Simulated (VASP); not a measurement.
# H3BrO (Cm) in VASP: single point with LDA

Aim: the single point of H3BrO with LDA.

Program: VASP 6.6.1. These are calculated values, not measurements. Logs are shortened: lines on timing, memory, paths and dates and some standing lists are left out, and cuts for length are marked.

## 1. The cell of the first run

Symmetry: Cm, No. 8, monoclinic system. Conventional cell: a = 6.973 Å, b = 4.952 Å, c = 4.430 Å, α = 90.00°, β = 112.77°, γ = 90.00°. Within 1.4 Å of H (site symmetry m) lie 1 O at 1.03 Å. H (site symmetry 1) has 1 O at 1.03 Å within 1.4 Å. Br (site symmetry m) has 3 H at 2.08 to 2.09 Å within 2.8 Å. O (site symmetry m) has 3 H at 1.03 Å within 1.4 Å.

## 2. Single point, LDA

INCAR reads:

```
SYSTEM = H3BrO
  PREC = Accurate
  ENCUT = 520
  EDIFF = 1E-7
  ISMEAR = 1
  SIGMA = 0.02
  LREAL = .FALSE.
  LASPH = .TRUE.
  NELM = 80
  ALGO = Normal
  ISIF = 2
  LWAVE = .FALSE.
  LCHARG = .FALSE.
  GGA = CA
  NBANDS = 16
```

KPOINTS reads:

```
regular mesh
0
G
  6 6 6
  0 0 0
```

POSCAR reads:

```
H3BrO
1.0
    3.4864190000     -2.4762090000      0.0000000000
    3.4864190000      2.4762090000      0.0000000000
   -1.7143410000      0.0000000000      4.0845760000
H Br O
3 1 1
Direct
    0.3144720000      0.3144720000      0.3524410000
    0.6426750000      0.3079420000      0.6800360000
    0.3079420000      0.6426750000      0.6800360000
    0.0160870000      0.0160870000      0.9886600000
    0.4602420000      0.4602420000      0.5362860000
```

Potentials or basis: VASP PAW LDA potentials, release 64 (H, Br, O).

Launch:

```sh
$ cat potpaw_LDA.64/H/POTCAR potpaw_LDA.64/Br/POTCAR potpaw_LDA.64/O/POTCAR > POTCAR
$ mpirun -np 1 vasp_std > vasp.out
```

OUTCAR:

```text
SYSTEM = H3BrO
   PREC = Accurate
   ENCUT = 520
   EDIFF = 1E-7
   ISMEAR = 1
   LREAL = .FALSE.
   LASPH = .TRUE.
   NELM = 80
   ISIF = 2
   GGA = CA

 ion  position               nearest neighbor table
   1  0.314  0.314  0.352-   5 1.03
   2  0.643  0.308  0.680-   5 1.03
   3  0.308  0.643  0.680-   5 1.03
   4  0.016  0.016  0.989-
   5  0.460  0.460  0.536-   2 1.03   3 1.03   1 1.03

  LATTYP: Found a base centered monoclinic cell.
 ALAT       =     6.9728380000
 B/A-ratio  =     0.7102442363
 C/A-ratio  =     0.6352871871
 COS(beta)  =    -0.3870058592

  Lattice vectors:

 A1 = (   3.4864190000,  -2.4762090000,   0.0000000000)
 A2 = (   3.4864190000,   2.4762090000,   0.0000000000)
 A3 = (  -1.7143410000,   0.0000000000,   4.0845760000)

Analysis of symmetry for initial positions (statically):
=====================================================================
 Subroutine PRICEL returns:
 Original cell was already a primitive cell.

 Routine SETGRP: Setting up the symmetry group for a
 base centered monoclinic supercell.

 Subroutine GETGRP returns: Found  2 space group operations
 (whereof  2 operations were pure point group operations)
 out of a pool of  4 trial point group operations.

The static configuration has the point symmetry C_1h.

Analysis of symmetry for dynamics (positions and initial velocities):
=====================================================================
 Subroutine PRICEL returns:
 Original cell was already a primitive cell.

 Routine SETGRP: Setting up the symmetry group for a
 base centered monoclinic supercell.

 Subroutine GETGRP returns: Found  2 space group operations
 (whereof  2 operations were pure point group operations)
 out of a pool of  4 trial point group operations.

The dynamic configuration has the point symmetry C_1h.

 Subroutine INISYM returns: Found  2 space group operations
 (whereof  2 operations are pure point group operations),
 and found     1 'primitive' translations

----------------------------------------------------------------------------------------

                                     Primitive cell

  volume of cell :      70.5251
[... 93 lines left out ...]
   ENCUT  =  520.0 eV  38.22 Ry    6.18 a.u.   7.95  7.95  8.24*2*pi/ulx,y,z
   NELM   =     80;   NELMIN=  2; NELMDL= -5     # of ELM steps
   EDIFF  = 0.1E-06   stopping-criterion for ELM
   LREAL  =      F    real-space projection
   EDIFFG = 0.1E-05   stopping-criterion for IOM
   NSW    =      0    number of steps for IOM
   IBRION =     -1    ionic relax: 0-MD 1-quasi-New 2-CG
   NFREE  =      0    steps in history (QN), initial steepest desc. (CG)
   ISIF   =      2    stress and relaxation
   ISYM   =      2    0-nonsym 1-usesym 2-fastsym
   POTIM  = 0.5000    time-step for ionic-motion
   TEBEG  =    0.0;   TEEND  =   0.0 temperature during run
   PSTRESS=    0.0 pullay stress
   NELECT =      16.0000    total number of electrons
   NUPDOWN=      -1.0000    fix difference up-down
   EMIN   =  10.00;   EMAX   =-10.00  energy-range for DOS
   EFERMI =   0.00;   METHOD = LEGACY
   ISMEAR =     1;   SIGMA  =   0.02  broadening in eV -4-tet -1-fermi 0-gaus
   EFERMI_NEDOS =   21; number of points for ismear=-14 and -15
   IALGO  =     38    algorithm
   IMIX   =      4    mixing-type and parameters
     AMIX     =   0.40;   BMIX     =  1.00
     AMIX_MAG =   1.60;   BMIX_MAG =  1.00
  volume/ion in A,a.u.               =      14.11        95.19
  Fermi-wavevector in a.u.,A,eV,Ry     =   0.998467  1.886828 13.564132  0.996936
  Thomas-Fermi vector in A             =   2.130692
   LORBIT       =      0    0 simple, 1 ext, 2 COOP (PROOUT), +10 PAW based schemes
   GGA     = CA    functional components
   LHFCALC =     F    Hartree Fock is set to
   AEXX    =    0.0000 exact exchange contribution
   IVDW    =     0    specifies the selected vdW correction
   LEPSILON=     F    determine dielectric tensor
   LRPA    =     F    only Hartree local field effects (RPA)
 non-spin polarized calculation
 Methfessel and Paxton  Order N= 1 SIGMA  =   0.02
  energy-cutoff  :      520.00
  volume of cell :       70.53
 maximum number of plane-waves:      1916
   NGX = 15   NGY = 15   NGZ = 17

 number of electron      16.0000007 magnetization

 Free energy of the ion-electron system (eV)
  ---------------------------------------------------
  ext. energy  EPLUGINS =         0.00000000
  ---------------------------------------------------
  free energy    TOTEN  =       -22.34173795 eV

  energy without entropy =      -22.34173795  energy(sigma->0) =      -22.34173795

 E-fermi :  -1.7700     XC(G=0):  -7.8847

 val. band max:       -1.8901649326   @ k =   0.0000   0.0000   0.0000
 cond. band min:       2.1697075737   @ k =   0.0000   0.0000   0.0000
 fundamental gap:      4.0598725062
 Fermi energy:        -1.7700234494

 k-point     1 :       0.0000    0.0000    0.0000
  band No.  band energies     occupation
      1     -23.0730      2.00000
      2     -14.6175      2.00000
      3     -10.3612      2.00000
      4     -10.2774      2.00000
      5      -5.7120      2.00000
      6      -2.4885      2.00000
[... 433 lines left out ...]
      3     -10.3741      2.00000
      4     -10.0624      2.00000
      5      -5.8434      2.00000
      6      -3.0451      2.00000
[... 8 lines left out ...]
     15      10.3320      0.00000
     16      11.4980      0.00000

 [... further k-points ...]

------------------------ aborting loop because EDIFF is reached ----------------------------------------

  FORCE on cell =-STRESS in cart. coord.  units (eV):
  Direction    XX          YY          ZZ          XY          YZ          ZX
  --------------------------------------------------------------------------------------
  -------------------------------------------------------------------------------------
  Total       -0.5345226     -0.4228660     -0.6376930      0.0000000      0.0000000      0.0058958
  in kB      -12.1431896     -9.6065961    -14.4869968      0.0000000      0.0000000      0.1339391
  external PRESSURE =     -12.0789275 kB  Pullay stress =       0.0000000 kB

 VOLUME and BASIS-vectors are now :
 -----------------------------------------------------------------------------
  energy-cutoff  :      520.00
  volume of cell :       70.53
      direct lattice vectors                 reciprocal lattice vectors
     3.486419000 -2.476209000  0.000000000     0.143413629 -0.201921566  0.060192261
     3.486419000  2.476209000  0.000000000     0.143413629  0.201921566  0.060192261
    -1.714341000  0.000000000  4.084576000     0.000000000  0.000000000  0.244823453

 POSITION                                       TOTAL-FORCE (eV/Angst)
 -----------------------------------------------------------------------------------
      1.58856      0.00000      1.43957        -0.146397      0.000000     -0.315676
      2.14844     -0.82887      2.77766         0.069225     -0.337429      0.213036
      2.14844      0.82887      2.77766         0.069225      0.337429      0.213036
     -1.58273      0.00000      4.03826         0.058319      0.000000     -0.086182
      2.28982      0.00000      2.19050        -0.050373      0.000000     -0.024213
 -----------------------------------------------------------------------------------
    total drift:                                0.000157      0.000000     -0.000164

  FREE ENERGIE OF THE ION-ELECTRON SYSTEM (eV)
  ---------------------------------------------------
  free  energy   TOTEN  =       -22.3417379471 eV

  energy  without entropy=      -22.3417379471  energy(sigma->0) =      -22.34173795
```

OSZICAR:

```text
N       E                     dE             d eps       ncg     rms          rms(c)
DAV:   1     0.628877762485E+02    0.62888E+02   -0.68090E+03  2176   0.836E+02
DAV:   2    -0.180647613343E+02   -0.80953E+02   -0.74635E+02  3048   0.178E+02
DAV:   3    -0.234730206002E+02   -0.54083E+01   -0.53898E+01  2656   0.459E+01
DAV:   4    -0.235110218823E+02   -0.38001E-01   -0.37998E-01  2800   0.462E+00
DAV:   5    -0.235112920525E+02   -0.27017E-03   -0.27017E-03  2744   0.371E-01    0.707E+00
DAV:   6    -0.224012340395E+02    0.11101E+01   -0.26315E+00  2304   0.130E+01    0.288E+00
DAV:   7    -0.223568396252E+02    0.44394E-01   -0.11742E-01  2544   0.247E+00    0.182E+00
DAV:   8    -0.223419398552E+02    0.14900E-01   -0.24868E-02  2856   0.117E+00    0.320E-01
DAV:   9    -0.223416199941E+02    0.31986E-03   -0.17110E-03  2888   0.408E-01    0.101E-01
DAV:  10    -0.223417186393E+02   -0.98645E-04   -0.40423E-04  2464   0.140E-01    0.344E-02
DAV:  11    -0.223417312001E+02   -0.12561E-04   -0.19701E-05  2896   0.336E-02    0.144E-02
DAV:  12    -0.223417378811E+02   -0.66810E-05   -0.60719E-06  2584   0.170E-02    0.276E-03
DAV:  13    -0.223417379471E+02   -0.65992E-07   -0.43137E-07  2960   0.543E-03
   1 F= -.22341738E+02 E0= -.22341738E+02  d E =0.396075E-18
```

It took 2.4 min on 1 thread of AMD EPYC 7R13, shared host; peak memory 0.18 GiB.

Results:

```
Free energy            : -22.3417 eV
Pressure               : -1.2 GPa
Largest force          : 0.405 eV/Å
Band gap on the k mesh : 4.06 eV, direct
```

Forces on the atoms (eV/Å):
```
H   -0.146  0.000 -0.316
H    0.069 -0.337  0.213
H    0.069  0.337  0.213
Br   0.058  0.000 -0.086
O   -0.050  0.000 -0.024
```
